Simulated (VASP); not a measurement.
# Sc (P6_3/mmc) in VASP: notebook

Runs on Sc. Level: PBE. Tasks: single point.

Program: VASP 6.6.1. These are calculated values, not measurements. Logs are shortened: lines on timing, memory, paths and dates and some standing lists are left out, and cuts for length are marked.

## Step 1: The cell of the first run

Symmetry: P6_3/mmc, No. 194, hexagonal system. The conventional cell has a = 2.702 Å, b = 2.702 Å, c = 4.298 Å, α = 90.00°, β = 90.00°, γ = 120.00°. Sc (site symmetry -6m2) has 12 Sc at 2.66 to 2.70 Å within 3.5 Å.

## Step 2: Single point, PBE (volume scaled by 0.55, partial waves polarizable)

Contents of INCAR:

```
SYSTEM = Sc
PREC = Accurate
ENCUT = 520
EDIFF = 1E-7
ISMEAR = -1
SIGMA = 0.08
LREAL = .False.
LASPH = .True.
NELM = 60
ALGO = Normal
ISIF = 2
LWAVE = .False.
LCHARG = .True.
GGA = PE
LELF = .True.
LVHAR = .True.
NBANDS = 18
```

Contents of KPOINTS:

```
Automatic mesh
0
Gamma
  13 13 7
  0 0 0
```

Contents of POSCAR:

```
Sc
1.0
    2.7017999969      0.0000000000      0.0000000000
   -1.3508999984      2.3398274332      0.0000000000
    0.0000000000      0.0000000000      4.2984785066
Sc
2
Direct
    0.3333333333      0.6666666667      0.2500000000
    0.6666666667      0.3333333333      0.7500000000
```

Potentials or basis: VASP PAW PBE potentials, release 64 (Sc_sv).

On the command line:

```console
cat potpaw_PBE.64/Sc_sv/POTCAR > POTCAR
mpirun -np 1 vasp_std > vasp.out
```

OUTCAR:

```text
SYSTEM = Sc
   PREC = Accurate
   ENCUT = 520
   EDIFF = 1E-7
   ISMEAR = -1
   LREAL = .False.
   LASPH = .True.
   NELM = 60
   ISIF = 2
   GGA = PE

 ion  position               nearest neighbor table
   1  0.333  0.667  0.250-   2 2.66   2 2.66   2 2.66   2 2.66   2 2.66   2 2.66
   2  0.667  0.333  0.750-   1 2.66   1 2.66   1 2.66   1 2.66   1 2.66   1 2.66

  LATTYP: Found a hexagonal cell.
 ALAT       =     2.7017999969
 C/A-ratio  =     1.5909684327

  Lattice vectors:

 A1 = (   2.7017999969,   0.0000000000,   0.0000000000)
 A2 = (  -1.3508999984,   2.3398274332,   0.0000000000)
 A3 = (   0.0000000000,   0.0000000000,   4.2984785066)

Analysis of symmetry for initial positions (statically):
=====================================================================
 Subroutine PRICEL returns:
 Original cell was already a primitive cell.

 Routine SETGRP: Setting up the symmetry group for a
 hexagonal supercell.

 Subroutine GETGRP returns: Found 24 space group operations
 (whereof 12 operations were pure point group operations)
 out of a pool of 24 trial point group operations.

The static configuration has the point symmetry D_3d.
 The point group associated with its full space group is D_6h.

Analysis of symmetry for dynamics (positions and initial velocities):
=====================================================================
 Subroutine PRICEL returns:
 Original cell was already a primitive cell.

 Routine SETGRP: Setting up the symmetry group for a
 hexagonal supercell.

 Subroutine GETGRP returns: Found 24 space group operations
 (whereof 12 operations were pure point group operations)
 out of a pool of 24 trial point group operations.

The dynamic configuration has the point symmetry D_3d.
 The point group associated with its full space group is D_6h.

 Subroutine INISYM returns: Found 24 space group operations
 (whereof 12 operations are pure point group operations),
 and found     1 'primitive' translations

----------------------------------------------------------------------------------------

                                     Primitive cell

  volume of cell :      27.1739

  direct lattice vectors                    reciprocal lattice vectors
     2.701799997  0.000000000  0.000000000     0.370123622  0.213690973  0.000000000
    -1.350899998  2.339827433  0.000000000     0.000000000  0.427381945  0.000000000
     0.000000000  0.000000000  4.298478507     0.000000000  0.000000000  0.232640456

  length of vectors
[... 81 lines left out ...]
   NELM   =     60;   NELMIN=  2; NELMDL= -5     # of ELM steps
   EDIFF  = 0.1E-06   stopping-criterion for ELM
   LREAL  =      F    real-space projection
   EDIFFG = 0.1E-05   stopping-criterion for IOM
   NSW    =      0    number of steps for IOM
   IBRION =     -1    ionic relax: 0-MD 1-quasi-New 2-CG
   NFREE  =      0    steps in history (QN), initial steepest desc. (CG)
   ISIF   =      2    stress and relaxation
   ISYM   =      2    0-nonsym 1-usesym 2-fastsym
   POTIM  = 0.5000    time-step for ionic-motion
   TEBEG  =    0.0;   TEEND  =   0.0 temperature during run
   PSTRESS=    0.0 pullay stress
   NELECT =      22.0000    total number of electrons
   NUPDOWN=      -1.0000    fix difference up-down
   EMIN   =  10.00;   EMAX   =-10.00  energy-range for DOS
   EFERMI =   0.00;   METHOD = LEGACY
   ISMEAR =    -1;   SIGMA  =   0.08  broadening in eV -4-tet -1-fermi 0-gaus
   EFERMI_NEDOS =   21; number of points for ismear=-14 and -15
   IALGO  =     38    algorithm
   IMIX   =      4    mixing-type and parameters
     AMIX     =   0.40;   BMIX     =  1.00
     AMIX_MAG =   1.60;   BMIX_MAG =  1.00
  volume/ion in A,a.u.               =      13.59        91.69
  Fermi-wavevector in a.u.,A,eV,Ry     =   1.525803  2.883350 31.675380  2.328075
  Thomas-Fermi vector in A             =   2.633923
   LORBIT       =      0    0 simple, 1 ext, 2 COOP (PROOUT), +10 PAW based schemes
   GGA     = PE    functional components
   LHFCALC =     F    Hartree Fock is set to
   AEXX    =    0.0000 exact exchange contribution
   IVDW    =     0    specifies the selected vdW correction
   LEPSILON=     F    determine dielectric tensor
   LRPA    =     F    only Hartree local field effects (RPA)
 non-spin polarized calculation
  energy-cutoff  :      520.00
  volume of cell :       27.17
 maximum number of plane-waves:       750
 NGX is ok and might be reduce to    20
   NGX =  9   NGY =  9   NGZ = 15

 number of electron      22.0000007 magnetization

 Free energy of the ion-electron system (eV)
  ---------------------------------------------------
  ext. energy  EPLUGINS =         0.00000000
  ---------------------------------------------------
  free energy    TOTEN  =        -8.86678195 eV

  energy without entropy =       -8.82342758  energy(sigma->0) =       -8.84510477

 E-fermi :   8.0561     XC(G=0): -12.5807

 val. band max:        8.0155117017   @ k =   0.4615   0.0769   0.2857
 cond. band min:       8.0646457227   @ k =   0.3846   0.2308   0.1429
 fundamental gap:      0.0491340210
 Fermi energy:         8.0561220820

 k-point     1 :       0.0000    0.0000    0.0000
  band No.  band energies     occupation
      1     -40.4551      2.00000
      2     -39.7953      2.00000
      3     -20.1979      2.00000
      4     -18.0831      2.00000
      5     -18.0831      2.00000
      6     -17.7668      2.00000
[... 481 lines left out ...]
      5     -18.2475      2.00000
      6     -18.1879      2.00000
[... 10 lines left out ...]
     17      11.8749      0.00000
     18      12.0449      0.00000

 [... further k-points ...]

------------------------ aborting loop because EDIFF is reached ----------------------------------------

  FORCE on cell =-STRESS in cart. coord.  units (eV):
  Direction    XX          YY          ZZ          XY          YZ          ZX
  --------------------------------------------------------------------------------------
  -------------------------------------------------------------------------------------
  Total       13.0756385     13.0756385     13.1052472      0.0000000      0.0000000      0.0000000
  in kB      770.9419966    770.9419965    772.6877260      0.0000000      0.0000000      0.0000000
  external PRESSURE =     771.5239064 kB  Pullay stress =       0.0000000 kB

 VOLUME and BASIS-vectors are now :
 -----------------------------------------------------------------------------
  energy-cutoff  :      520.00
  volume of cell :       27.17
      direct lattice vectors                 reciprocal lattice vectors
     2.701799997  0.000000000  0.000000000     0.370123622  0.213690973  0.000000000
    -1.350899998  2.339827433  0.000000000     0.000000000  0.427381945  0.000000000
     0.000000000  0.000000000  4.298478507     0.000000000  0.000000000  0.232640456

 POSITION                                       TOTAL-FORCE (eV/Angst)
 -----------------------------------------------------------------------------------
     -0.00000      1.55988      1.07462         0.000000      0.000000      0.000000
      1.35090      0.77994      3.22386        -0.000000     -0.000000      0.000000
 -----------------------------------------------------------------------------------
    total drift:                               -0.000000      0.000000     -0.000000

  FREE ENERGIE OF THE ION-ELECTRON SYSTEM (eV)
  ---------------------------------------------------
  free  energy   TOTEN  =        -8.8667819472 eV

  energy  without entropy=       -8.8234275841  energy(sigma->0) =       -8.84510477
```

Run time: 24 s. Hardware: 1 thread of Intel Xeon Platinum 8488C (Sapphire Rapids), shared host; peak memory 0.16 GiB.

Results:

* Free energy: -8.8668 eV
* Pressure: 77.2 GPa
* Band gap on the k mesh: zero (band 11 reaches 10.15 eV, above the bottom of band 12 at 7.47 eV)

Levels at points of the mesh, in eV from the Fermi level:
```csv
k point,band 7,band 8,band 9,band 10,band 11,band 12,band 13,band 14,band 15,band 16
"(0.00, 0.00, 0.00)",-25.82,-25.74,-5.34,-2.67,2.09,2.09,2.38,3.01,3.01,3.28
```

Caveat: the cell differs from its parent crystal (volume scaled by 0.55, partial waves polarizable).

## Step 3: Single point, PBE

This run uses another cell than the first one, of 16.06 Å³/atom, 1.182 times its volume.

Contents of INCAR:

```
SYSTEM = Sc
  PREC = Accurate
  ENCUT = 520
  EDIFF = 1E-6
  ISMEAR = -1
  SIGMA = 0.08
  LREAL = .FALSE.
  LASPH = .TRUE.
  NELM = 80
  ALGO = Normal
  ISIF = 2
  LWAVE = .FALSE.
  LCHARG = .FALSE.
  GGA = PE
  NBANDS = 18
```

Contents of KPOINTS:

```
Automatic mesh
0
G
  13 13 7
  0 0 0
```

Contents of POSCAR:

```
Sc
1.0
    2.8756006708      0.0000000000      0.0000000000
   -1.4378003354      2.4903432320      0.0000000000
    0.0000000000      0.0000000000      4.4845066035
Sc
2
Direct
    0.3333333333      0.6666666667      0.2500000000
    0.6666666667      0.3333333333      0.7500000000
```

Potentials or basis: VASP PAW PBE potentials, release 64 (Sc_sv).

On the command line:

```console
cat potpaw_PBE.64/Sc_sv/POTCAR > POTCAR
mpirun -np 1 vasp_std > vasp.out
```

OUTCAR:

```text
SYSTEM = Sc
   PREC = Accurate
   ENCUT = 520
   EDIFF = 1E-6
   ISMEAR = -1
   LREAL = .FALSE.
   LASPH = .TRUE.
   NELM = 80
   ISIF = 2
   GGA = PE

 ion  position               nearest neighbor table
   1  0.333  0.667  0.250-   2 2.79   2 2.79   2 2.79   2 2.79   2 2.79   2 2.79
   2  0.667  0.333  0.750-   1 2.79   1 2.79   1 2.79   1 2.79   1 2.79   1 2.79

  LATTYP: Found a hexagonal cell.
 ALAT       =     2.8756006708
 C/A-ratio  =     1.5595025586

  Lattice vectors:

 A1 = (   2.8756006708,   0.0000000000,   0.0000000000)
 A2 = (  -1.4378003354,   2.4903432320,   0.0000000000)
 A3 = (   0.0000000000,   0.0000000000,   4.4845066035)

Analysis of symmetry for initial positions (statically):
=====================================================================
 Subroutine PRICEL returns:
 Original cell was already a primitive cell.

 Routine SETGRP: Setting up the symmetry group for a
 hexagonal supercell.

 Subroutine GETGRP returns: Found 24 space group operations
 (whereof 12 operations were pure point group operations)
 out of a pool of 24 trial point group operations.

The static configuration has the point symmetry D_3d.
[... 162 lines left out ...]

 E-fermi :   6.6475     XC(G=0): -11.7524

 val. band max:        6.6279074107   @ k =   0.3846   0.2308   0.4286
 cond. band min:       6.6567021648   @ k =   0.2308   0.2308   0.2857
 fundamental gap:      0.0287947541
 Fermi energy:         6.6474506301

 k-point     1 :       0.0000    0.0000    0.0000
  band No.  band energies     occupation
      1     -41.9160      2.00000
      2     -41.5270      2.00000
      3     -21.3384      2.00000
      4     -20.0039      2.00000
      5     -20.0039      2.00000
      6     -19.7763      2.00000
[... 481 lines left out ...]
      5     -20.0670      2.00000
      6     -20.0659      2.00000
[... 10 lines left out ...]
     17      10.0561      0.00000
     18      10.2337      0.00000

 [... further k-points ...]

------------------------ aborting loop because EDIFF is reached ----------------------------------------

  FORCE on cell =-STRESS in cart. coord.  units (eV):
  Direction    XX          YY          ZZ          XY          YZ          ZX
  --------------------------------------------------------------------------------------
  -------------------------------------------------------------------------------------
  Total        8.9501883      8.9501883      8.9754854      0.0000000      0.0000000     -0.0000000
  in kB      446.5193688    446.5193688    447.7814250      0.0000000      0.0000000     -0.0000000
  external PRESSURE =     446.9400542 kB  Pullay stress =       0.0000000 kB

 VOLUME and BASIS-vectors are now :
 -----------------------------------------------------------------------------
  energy-cutoff  :      520.00
  volume of cell :       32.11
      direct lattice vectors                 reciprocal lattice vectors
     2.875600671  0.000000000  0.000000000     0.347753431  0.200775537  0.000000000
    -1.437800335  2.490343232  0.000000000     0.000000000  0.401551074  0.000000000
     0.000000000  0.000000000  4.484506603     0.000000000  0.000000000  0.222989972

 POSITION                                       TOTAL-FORCE (eV/Angst)
 -----------------------------------------------------------------------------------
     -0.00000      1.66023      1.12113        -0.000000      0.000000      0.000000
      1.43780      0.83011      3.36338         0.000000     -0.000000      0.000000
 -----------------------------------------------------------------------------------
    total drift:                               -0.000000      0.000000     -0.000000

  FREE ENERGIE OF THE ION-ELECTRON SYSTEM (eV)
  ---------------------------------------------------
  free  energy   TOTEN  =       -10.7070716838 eV

  energy  without entropy=      -10.6446886319  energy(sigma->0) =      -10.67588016
```

It took 28 s on 1 thread of Intel Xeon Platinum 8488C (Sapphire Rapids), shared host; peak memory 0.18 GiB.

Results:

* Free energy: -10.7071 eV
* Pressure: 44.7 GPa
* Band gap on the k mesh: zero (band 11 reaches 8.63 eV, above the bottom of band 12 at 6.06 eV)
